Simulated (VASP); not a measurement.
# KF in VASP: a series of runs, part 2 of 2

VASP 6.6.1. Earlier steps stand in the parts before.

**3. Single point, PBE (normal strain along x -0.0525, normal strain along z -0.1500)**

File INCAR:

```
SYSTEM = KF
PREC = Accurate
ENCUT = 520
EDIFF = 1E-6
ISMEAR = 0
SIGMA = 0.05
LREAL = .FALSE.
LASPH = .TRUE.
NELM = 100
ALGO = Normal
ISIF = 2
LWAVE = .FALSE.
LCHARG = .FALSE.
GGA = PE
NBANDS = 15
```

File KPOINTS:

```
Automatic mesh
0
G
  8 8 8
  0 0 0
```

File POSCAR:

```
KF
1.0
    0.0000000000      2.7105354767      2.3039551552
    2.5682323642      0.0000000000      2.3039551552
    2.5682323642      2.7105354767      0.0000000000
K F
1 1
Direct
    0.0000000000      0.0000000000      0.0000000000
    0.5000000000      0.5000000000      0.5000000000
```

Potentials or basis: VASP PAW PBE potentials, release 64 (K_sv, F).

Launch:

```sh
$ cat potpaw_PBE.64/K_sv/POTCAR potpaw_PBE.64/F/POTCAR > POTCAR
$ mpirun -np 1 vasp_std > vasp.out
```

OUTCAR:

```text
SYSTEM = KF
   PREC = Accurate
   ENCUT = 520
   EDIFF = 1E-6
   ISMEAR = 0
   LREAL = .FALSE.
   LASPH = .TRUE.
   NELM = 100
   ISIF = 2
   GGA = PE

 ion  position               nearest neighbor table
   1  0.000  0.000  0.000-   2 2.30   2 2.30   2 2.57   2 2.57   2 2.71   2 2.71
   2  0.500  0.500  0.500-   1 2.30   1 2.30   1 2.57   1 2.57   1 2.71   1 2.71

  LATTYP: Found a face centered orthorhombic cell.
 ALAT       =     4.6079103104
 B/A-ratio  =     1.1147058824
 C/A-ratio  =     1.1764705882

  Lattice vectors:

 A1 = (   2.5682323642,   2.7105354767,   0.0000000000)
 A2 = (   0.0000000000,   2.7105354767,   2.3039551552)
 A3 = (   2.5682323642,   0.0000000000,   2.3039551552)

Analysis of symmetry for initial positions (statically):
=====================================================================
 Subroutine PRICEL returns:
 Original cell was already a primitive cell.

 Routine SETGRP: Setting up the symmetry group for a
 face centered orthorhombic supercell.

 Subroutine GETGRP returns: Found  8 space group operations
 (whereof  8 operations were pure point group operations)
 out of a pool of  8 trial point group operations.

The static configuration has the point symmetry D_2h.

[... 177 lines left out ...]
      8      -1.8532      2.00000
      9       4.7049      0.00000
     10       8.5056      0.00000
     11       8.9027      0.00000
     12       9.5859      0.00000
     13      10.0822      0.00000
     14      11.9231      0.00000
[... 401 lines left out ...]
      2     -21.1948      2.00000
      3     -11.3616      2.00000
      4     -11.1202      2.00000
      5     -11.0425      2.00000
      6      -2.9740      2.00000
      7      -2.6544      2.00000
      8      -2.4106      2.00000
      9       7.3265      0.00000
     10       8.2892      0.00000
     11      10.0990      0.00000
     12      10.9582      0.00000
     13      11.7073      0.00000
     14      12.9257      0.00000
     15      16.8876      0.00000

 [... further k-points ...]

------------------------ aborting loop because EDIFF is reached ----------------------------------------

  FORCE on cell =-STRESS in cart. coord.  units (eV):
  Direction    XX          YY          ZZ          XY          YZ          ZX
  --------------------------------------------------------------------------------------
  -------------------------------------------------------------------------------------
  Total        1.8003548      0.7753188      6.0547943      0.0000000      0.0000000      0.0000000
  in kB       89.9239259     38.7255371    302.4242070      0.0000000      0.0000000      0.0000000
  external PRESSURE =     143.6912233 kB  Pullay stress =       0.0000000 kB

 VOLUME and BASIS-vectors are now :
 -----------------------------------------------------------------------------
  energy-cutoff  :      520.00
  volume of cell :       32.08
      direct lattice vectors                 reciprocal lattice vectors
     0.000000000  2.710535477  2.303955155    -0.194686434  0.184465396  0.217018113
     2.568232364  0.000000000  2.303955155     0.194686434 -0.184465396  0.217018113
     2.568232364  2.710535477  0.000000000     0.194686434  0.184465396 -0.217018113

 POSITION                                       TOTAL-FORCE (eV/Angst)
 -----------------------------------------------------------------------------------
      0.00000      0.00000      0.00000         0.000000     -0.000000      0.000000
      2.56823      2.71054      2.30396         0.000000      0.000000      0.000000
 -----------------------------------------------------------------------------------
    total drift:                                0.000000      0.000000      0.000000

  FREE ENERGIE OF THE ION-ELECTRON SYSTEM (eV)
  ---------------------------------------------------
  free  energy   TOTEN  =        -7.8629085589 eV

  energy  without entropy=       -7.8629085589  energy(sigma->0) =       -7.86290856
```

OSZICAR:

```text
N       E                     dE             d eps       ncg     rms          rms(c)
DAV:   1     0.111173900912E+03    0.11117E+03   -0.84989E+03  2850   0.106E+03
DAV:   2    -0.501299275342E+01   -0.11619E+03   -0.10599E+03  3669   0.290E+02
DAV:   3    -0.903934422641E+01   -0.40264E+01   -0.40065E+01  3727   0.490E+01
DAV:   4    -0.914439161252E+01   -0.10505E+00   -0.10504E+00  3632   0.777E+00
DAV:   5    -0.914680308864E+01   -0.24115E-02   -0.24115E-02  3941   0.994E-01    0.746E+00
DAV:   6    -0.787988975245E+01    0.12669E+01   -0.33252E+00  2976   0.178E+01    0.620E+00
DAV:   7    -0.786216836223E+01    0.17721E-01   -0.82809E-02  3690   0.252E+00    0.354E+00
DAV:   8    -0.786092149753E+01    0.12469E-02   -0.42567E-02  3095   0.213E+00    0.205E-01
DAV:   9    -0.786231919188E+01   -0.13977E-02   -0.44211E-03  3767   0.559E-01    0.128E-01
DAV:  10    -0.786288743867E+01   -0.56825E-03   -0.68772E-04  3014   0.253E-01    0.384E-02
DAV:  11    -0.786292114978E+01   -0.33711E-04   -0.11521E-04  3397   0.113E-01    0.283E-02
DAV:  12    -0.786290833587E+01    0.12814E-04   -0.46705E-05  3404   0.696E-02    0.438E-03
DAV:  13    -0.786290855892E+01   -0.22305E-06   -0.28914E-06  3340   0.171E-02
   1 F= -.78629086E+01 E0= -.78629086E+01  d E =-.292592E-18
```

Wall time 20 s (1 thread of Intel Xeon 6975P-C (Granite Rapids), shared host); peak memory 0.19 GiB.

What came out:

```yaml
Free_energy: -7.8629 eV
Pressure: 14.4 GPa
Band_gap_on_the_k_mesh: 6.50 eV (least direct gap 6.56 eV)
```

Caveat: the cell differs from its parent crystal (normal strain along x -0.0525, normal strain along z -0.1500); the cell stands under pressure. A k mesh can miss the band edges.
